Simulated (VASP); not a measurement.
Rb, 1 atom in the cell. It takes space group Im-3m (No. 229, cubic). Conventional cell: a = 5.605 Å, b = 5.605 Å, c = 5.605 Å, α = 90.00°, β = 90.00°, γ = 90.00°. 

| Item | Value |
| --- | --- |
| Program | VASP 6.6.1 |
| Task | single point |
| Functional | PBE |
| Potentials or basis | VASP PAW PBE potentials, release 64 (Rb_sv) |
| Cutoff | 520 eV |
| k mesh | 5 × 5 × 5 |
| Occupations | fermi-dirac, width 0.03 eV |
| Spin | no spin polarisation |
| Dipole correction | no |
| Further INCAR settings | ALGO = Normal; EDIFF = 1e-06; NBANDS = 10 |

Potentials or basis: VASP PAW PBE potentials, release 64 (Rb_sv).

Command:

```bash
$ cat potpaw_PBE.64/Rb_sv/POTCAR > POTCAR
$ mpirun -np 1 vasp_std > vasp.out
```

Hardware: 1 thread of Intel(R) Xeon(R) 6975P-C (Granite Rapids), with other jobs on the host.

Task: How long does it take, and how much memory?

Result: Wall time 4.1 s on 1 thread of Intel(R) Xeon(R) 6975P-C (Granite Rapids), with other jobs on the host, peak memory 0.19 GiB. Counts: scf iterations 10, k points 10.
